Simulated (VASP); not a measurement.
# BaTiO3 (Pm-3m) in VASP: a series of runs

The runs below take BaTiO3 through single point, with PBE.

Program: VASP 6.6.1. These are calculated values, not measurements. Logs are shortened: lines on timing, memory, paths and dates and some standing lists are left out, and cuts for length are marked.

## Step 1: The cell of the first run

The structure is cubic, space group Pm-3m (No. 221). Conventional cell: a = 3.981 Å, b = 3.981 Å, c = 3.981 Å, α = 90.00°, β = 90.00°, γ = 90.00°. Within 3.7 Å of Ba (site symmetry m-3m) lie 12 O at 2.82 Å and 8 Ti at 3.45 Å. Ti (site symmetry m-3m) has 6 O at 1.99 Å within 2.6 Å. Within 2.6 Å of O (site symmetry 4/mmm) lie 2 Ti at 1.99 Å.

## Step 2: Single point, PBE

INCAR

```
PREC = Accurate
ENCUT = 1340
EDIFF = 1E-6
ISMEAR = -1
SIGMA = 0.01
LREAL = False
LASPH = True
NELM = 120
ALGO = Normal
ISIF = 2
LWAVE = False
LCHARG = False
GGA = PE
NBANDS = 28
GGA_COMPAT = False
```

KPOINTS

```
regular mesh
0
Gamma
  6 6 6
```

POSCAR

```
BaTiO3
1.0
    3.9810223105      0.0000000000      0.0000000000
    0.0000000000      3.9810223105      0.0000000000
    0.0000000000      0.0000000000      3.9810223105
Ba Ti O
1 1 3
Direct
    0.5000000000      0.5000000000      0.5000000000
    0.0000000000      0.0000000000      0.0000000000
    0.5000000000      0.0000000000      0.0000000000
    0.0000000000      0.5000000000      0.0000000000
    0.0000000000      0.0000000000      0.5000000000
```

Potentials or basis: VASP PAW PBE potentials, release 64 (Ba_sv, Ti_sv, O_h).

Started as:

```sh
$ cat potpaw_PBE.64/Ba_sv/POTCAR potpaw_PBE.64/Ti_sv/POTCAR potpaw_PBE.64/O_h/POTCAR > POTCAR
$ mpirun -np 1 vasp_std > vasp.out
```

OUTCAR:

```text
PREC = Accurate
   ENCUT = 1340
   EDIFF = 1E-6
   ISMEAR = -1
   LREAL = False
   LASPH = True
   NELM = 120
   ISIF = 2
   GGA = PE

 ion  position               nearest neighbor table
   1  0.500  0.500  0.500-   3 2.82   4 2.82   5 2.82   3 2.82   4 2.82   3 2.82   5 2.82   3 2.82
                             4 2.82   5 2.82   4 2.82   5 2.82   2 3.45   2 3.45   2 3.45   2 3.45
   2  0.000  0.000  0.000-   3 1.99   4 1.99   5 1.99   5 1.99   4 1.99   3 1.99   1 3.45   1 3.45
                             1 3.45   1 3.45   1 3.45   1 3.45   1 3.45   1 3.45
   3  0.500  0.000  0.000-   2 1.99   2 1.99   1 2.82   1 2.82   1 2.82   1 2.82
   4  0.000  0.500  0.000-   2 1.99   2 1.99   1 2.82   1 2.82   1 2.82   1 2.82
   5  0.000  0.000  0.500-   2 1.99   2 1.99   1 2.82   1 2.82   1 2.82   1 2.82

  LATTYP: Found a simple cubic cell.
 ALAT       =     3.9810223105

  Lattice vectors:

 A1 = (   3.9810223105,   0.0000000000,   0.0000000000)
 A2 = (   0.0000000000,   3.9810223105,   0.0000000000)
 A3 = (   0.0000000000,   0.0000000000,   3.9810223105)

Analysis of symmetry for initial positions (statically):
=====================================================================
 Subroutine PRICEL returns:
 Original cell was already a primitive cell.

 Routine SETGRP: Setting up the symmetry group for a
 simple cubic supercell.

 Subroutine GETGRP returns: Found 48 space group operations
 (whereof 48 operations were pure point group operations)
 out of a pool of 48 trial point group operations.

The static configuration has the point symmetry O_h .

Analysis of symmetry for dynamics (positions and initial velocities):
=====================================================================
 Subroutine PRICEL returns:
 Original cell was already a primitive cell.

 Routine SETGRP: Setting up the symmetry group for a
 simple cubic supercell.

 Subroutine GETGRP returns: Found 48 space group operations
 (whereof 48 operations were pure point group operations)
 out of a pool of 48 trial point group operations.

The dynamic configuration has the point symmetry O_h .

 Subroutine INISYM returns: Found 48 space group operations
 (whereof 48 operations are pure point group operations),
 and found     1 'primitive' translations

----------------------------------------------------------------------------------------

                                     Primitive cell

  volume of cell :      63.0934

  direct lattice vectors                    reciprocal lattice vectors
     3.981022311  0.000000000  0.000000000     0.251191760  0.000000000  0.000000000
     0.000000000  3.981022311  0.000000000     0.000000000  0.251191760  0.000000000
     0.000000000  0.000000000  3.981022311     0.000000000  0.000000000  0.251191760

  length of vectors
     3.981022311  3.981022311  3.981022311     0.251191760  0.251191760  0.251191760

  position of ions in fractional coordinates (direct lattice)
     0.500000000  0.500000000  0.500000000
     0.000000000  0.000000000  0.000000000
     0.500000000  0.000000000  0.000000000
     0.000000000  0.500000000  0.000000000
     0.000000000  0.000000000  0.500000000

  ion indices of the primitive-cell ions
   primitive index   ion index
                 1           1
                 2           2
                 3           3
                 4           4
                 5           5

----------------------------------------------------------------------------------------

 KPOINTS: regular mesh

Automatic generation of k-mesh.
 Grid dimensions read from file:
 generate k-points for:    6    6    6

 Generating k-lattice:

  Cartesian coordinates                     Fractional coordinates (reciprocal lattice)
     0.041865293  0.000000000  0.000000000     0.166666667  0.000000000  0.000000000
     0.000000000  0.041865293  0.000000000     0.000000000  0.166666667  0.000000000
     0.000000000  0.000000000  0.041865293     0.000000000  0.000000000  0.166666667

  Length of vectors
     0.041865293  0.041865293  0.041865293

  Shift w.r.t. Gamma in fractional coordinates (k-lattice)
     0.000000000  0.000000000  0.000000000

 Subroutine IBZKPT returns following result:
 ===========================================

 Found     20 irreducible k-points:

 Following reciprocal coordinates:
            Coordinates               Weight
  0.000000  0.000000  0.000000      1.000000
  0.166667  0.000000  0.000000      6.000000
  0.333333  0.000000  0.000000      6.000000
  0.500000  0.000000  0.000000      3.000000
  0.166667  0.166667  0.000000     12.000000
  0.333333  0.166667  0.000000     24.000000
[... 12 lines left out ...]
  0.500000  0.500000  0.333333      6.000000
  0.500000  0.500000  0.500000      1.000000
   k-points           NKPTS =     20   k-points in BZ     NKDIM =     20   number of bands    NBANDS=     28
   number of dos      NEDOS =    301   number of ions     NIONS =      5
   total plane-waves  NPLWV = 110592
   dimension x,y,z NGX =    48 NGY =   48 NGZ =   48
   dimension x,y,z NGXF=    96 NGYF=   96 NGZF=   96
   ions per type =               1   1   3
   NGX,Y,Z   is equivalent  to a cutoff of  20.04, 20.04, 20.04 a.u.
   NGXF,Y,Z  is equivalent  to a cutoff of  40.09, 40.09, 40.09 a.u.
 SYSTEM =  unknown system
   PREC   = accura    normal or accurate (medium, high low for compatibility)
   ISTART =      0    job   : 0-new  1-cont  2-samecut
   ICHARG =      2    charge: 1-file 2-atom 10-const
   ISPIN  =      1    spin polarized calculation?
   LNONCOLLINEAR =      F non collinear calculations
   LSORBIT =      F    spin-orbit coupling
   LASPH  =      T    aspherical Exc in radial PAW
   ENCUT  = 1340.0 eV  98.49 Ry    9.92 a.u.  11.88 11.88 11.88*2*pi/ulx,y,z
   NELM   =    120;   NELMIN=  2; NELMDL= -5     # of ELM steps
   EDIFF  = 0.1E-05   stopping-criterion for ELM
   LREAL  =      F    real-space projection
   EDIFFG = 0.1E-04   stopping-criterion for IOM
   NSW    =      0    number of steps for IOM
   IBRION =     -1    ionic relax: 0-MD 1-quasi-New 2-CG
   NFREE  =      0    steps in history (QN), initial steepest desc. (CG)
   ISIF   =      2    stress and relaxation
   ISYM   =      2    0-nonsym 1-usesym 2-fastsym
   POTIM  = 0.5000    time-step for ionic-motion
   TEBEG  =    0.0;   TEEND  =   0.0 temperature during run
   PSTRESS=    0.0 pullay stress
   NELECT =      40.0000    total number of electrons
   NUPDOWN=      -1.0000    fix difference up-down
   EMIN   =  10.00;   EMAX   =-10.00  energy-range for DOS
   EFERMI =   0.00;   METHOD = LEGACY
   ISMEAR =    -1;   SIGMA  =   0.01  broadening in eV -4-tet -1-fermi 0-gaus
   EFERMI_NEDOS =   21; number of points for ismear=-14 and -15
   IALGO  =     38    algorithm
   IMIX   =      4    mixing-type and parameters
     AMIX     =   0.40;   BMIX     =  1.00
     AMIX_MAG =   1.60;   BMIX_MAG =  1.00
  volume/ion in A,a.u.               =      12.62        85.16
  Fermi-wavevector in a.u.,A,eV,Ry     =   1.406372  2.657658 26.910722  1.977882
  Thomas-Fermi vector in A             =   2.528739
   LORBIT       =      0    0 simple, 1 ext, 2 COOP (PROOUT), +10 PAW based schemes
   GGA     = PE    functional components
   LHFCALC =     F    Hartree Fock is set to
   AEXX    =    0.0000 exact exchange contribution
   IVDW    =     0    specifies the selected vdW correction
   LEPSILON=     F    determine dielectric tensor
   LRPA    =     F    only Hartree local field effects (RPA)
 non-spin polarized calculation
  energy-cutoff  :     1340.00
  volume of cell :       63.09
 maximum number of plane-waves:      7088
 NGX is ok and might be reduce to    48
   NGX = 23   NGY = 23   NGZ = 23

 number of electron      40.0000003 magnetization

 Free energy of the ion-electron system (eV)
  ---------------------------------------------------
  ext. energy  EPLUGINS =         0.00000000
  ---------------------------------------------------
  free energy    TOTEN  =       -39.95862562 eV

  energy without entropy =      -39.95862562  energy(sigma->0) =      -39.95862562

 E-fermi :   4.5305     XC(G=0): -11.3492

 val. band max:        4.3208429053   @ k =   0.5000   0.5000   0.5000
 cond. band min:       6.1013924972   @ k =   0.0000   0.0000   0.0000
 fundamental gap:      1.7805495920
 Fermi energy:         4.5304621785

 k-point     1 :       0.0000    0.0000    0.0000
  band No.  band energies     occupation
      1     -52.2479      2.00000
      2     -28.4673      2.00000
      3     -28.4673      2.00000
      4     -28.4673      2.00000
      5     -20.4509      2.00000
      6     -12.6046      2.00000
[... 20 lines left out ...]
     27       9.3939      0.00000
     28      11.8935      0.00000

 k-point     2 :       0.1667    0.0000    0.0000
  band No.  band energies     occupation
      1     -52.2476      2.00000
      2     -28.4816      2.00000
      3     -28.4668      2.00000
      4     -28.4668      2.00000
      5     -20.4189      2.00000
      6     -12.6306      2.00000
[... 20 lines left out ...]
     27       9.9413      0.00000
     28      12.5536      0.00000

 k-point     3 :       0.3333    0.0000    0.0000
  band No.  band energies     occupation
      1     -52.2471      2.00000
      2     -28.5099      2.00000
      3     -28.4657      2.00000
      4     -28.4657      2.00000
      5     -20.3535      2.00000
      6     -12.7710      2.00000
[... 20 lines left out ...]
     27      11.2201      0.00000
     28      12.6825      0.00000

 k-point     4 :       0.5000    0.0000    0.0000
  band No.  band energies     occupation
      1     -52.2468      2.00000
      2     -28.5239      2.00000
      3     -28.4652      2.00000
      4     -28.4652      2.00000
      5     -20.3201      2.00000
      6     -12.8627      2.00000
[... 454 lines left out ...]
     27      12.1113      0.00000
     28      12.1854      0.00000

 k-point    19 :       0.5000    0.5000    0.3333
  band No.  band energies     occupation
      1     -52.2449      2.00000
      2     -28.5181      2.00000
      3     -28.5181      2.00000
      4     -28.5039      2.00000
      5     -20.1840      2.00000
      6     -11.8302      2.00000
[... 20 lines left out ...]
     27      11.8104      0.00000
     28      12.1707      0.00000

 k-point    20 :       0.5000    0.5000    0.5000
  band No.  band energies     occupation
      1     -52.2447      2.00000
      2     -28.5174      2.00000
      3     -28.5174      2.00000
      4     -28.5174      2.00000
      5     -20.1659      2.00000
      6     -11.6754      2.00000
[... 20 lines left out ...]
     27      12.1708      0.00000
     28      12.1708      0.00000

------------------------ aborting loop because EDIFF is reached ----------------------------------------

  FORCE on cell =-STRESS in cart. coord.  units (eV):
  Direction    XX          YY          ZZ          XY          YZ          ZX
  --------------------------------------------------------------------------------------
  -------------------------------------------------------------------------------------
  Total        2.6462657      2.6462657      2.6462657      0.0000000     -0.0000000     -0.0000000
  in kB       67.1985955     67.1985955     67.1985955      0.0000000     -0.0000000     -0.0000000
  external PRESSURE =      67.1985955 kB  Pullay stress =       0.0000000 kB

 VOLUME and BASIS-vectors are now :
 -----------------------------------------------------------------------------
  energy-cutoff  :     1340.00
  volume of cell :       63.09
      direct lattice vectors                 reciprocal lattice vectors
     3.981022311  0.000000000  0.000000000     0.251191760  0.000000000  0.000000000
     0.000000000  3.981022311  0.000000000     0.000000000  0.251191760  0.000000000
     0.000000000  0.000000000  3.981022311     0.000000000  0.000000000  0.251191760

 POSITION                                       TOTAL-FORCE (eV/Angst)
 -----------------------------------------------------------------------------------
      1.99051      1.99051      1.99051         0.000000      0.000000      0.000000
      0.00000      0.00000      0.00000         0.000000      0.000000      0.000000
      1.99051      0.00000      0.00000         0.000000      0.000000      0.000000
      0.00000      1.99051      0.00000         0.000000      0.000000      0.000000
      0.00000      0.00000      1.99051         0.000000      0.000000      0.000000
 -----------------------------------------------------------------------------------
    total drift:                                0.000000      0.000000      0.000000

  FREE ENERGIE OF THE ION-ELECTRON SYSTEM (eV)
  ---------------------------------------------------
  free  energy   TOTEN  =       -39.9586256219 eV

  energy  without entropy=      -39.9586256219  energy(sigma->0) =      -39.95862562
```

Run time: 66 s. Hardware: 1 thread of Intel Xeon 6975P-C (Granite Rapids), shared host; peak memory 0.42 GiB.

What came out:

- Free energy: -39.9586 eV
- Pressure: 6.7 GPa
- Band gap on the k mesh: 1.78 eV (least direct gap 1.91 eV)

Caveat: the cell stands under pressure; spin-orbit coupling is left out, which moves the levels of the heavy elements.

## Step 3: Single point, PBE

This run uses another cell than the first one, of 13.15 Å³/atom.

INCAR

```
SYSTEM = BaTiO3
ALGO = Normal
EDIFF = 1E-6
ENCUT = 1340
GGA = PE
GGA_COMPAT = .False.
ISIF = 2
ISMEAR = -1
LASPH = .True.
LCHARG = .True.
LELF = .True.
LREAL = .False.
LVHAR = .True.
LWAVE = .False.
NBANDS = 28
NELM = 120
PREC = Accurate
SIGMA = 0.01
```

KPOINTS

```
k-points
0
Gamma
  6 6 6
  0 0 0
```

POSCAR: that of step 2 with these lines changed.

```diff
@@ -2,5 +2,5 @@
 1.0
-    3.9810223105      0.0000000000      0.0000000000
-    0.0000000000      3.9810223105      0.0000000000
-    0.0000000000      0.0000000000      3.9810223105
+    4.0364010697      0.0000000000      0.0000000000
+    0.0000000000      4.0364010697      0.0000000000
+    0.0000000000      0.0000000000      4.0364010697
 Ba Ti O
```

Potentials or basis: VASP PAW PBE potentials, release 64 (Ba_sv, Ti_sv, O_h).

Started as:

```sh
$ cat potpaw_PBE.64/Ba_sv/POTCAR potpaw_PBE.64/Ti_sv/POTCAR potpaw_PBE.64/O_h/POTCAR > POTCAR
$ mpirun -np 1 vasp_std > vasp.out
```

Wall time 2.3 min (1 thread of Intel Xeon Platinum 8259CL at 2.50GHz (Skylake/Cascade Lake), shared host); peak memory 0.43 GiB.

Results (log left out):

| Quantity | Value |
| --- | --- |
| Free energy | -40.0119 eV |
| Pressure | -0.5 GPa |
| Band gap on the k mesh | 1.70 eV (least direct gap 1.86 eV) |

Levels at points of the mesh, in eV from the valence-band top:
```
           k point  band 18  band 19  band 20  band 21  band 22  band 23
(0.00, 0.00, 0.00)    -0.17    -0.17    -0.17     1.70     1.70     1.70
(0.50, 0.00, 0.00)    -1.80    -0.71    -0.71     1.85     3.36     3.36
(0.50, 0.50, 0.00)    -0.88    -0.88    -0.09     3.37     3.37     3.77
(0.50, 0.50, 0.50)     0.00     0.00     0.00     4.00     4.00     4.00
```

Caveat: spin-orbit coupling is left out, which moves the levels of the heavy elements. A k mesh can miss the band edges.
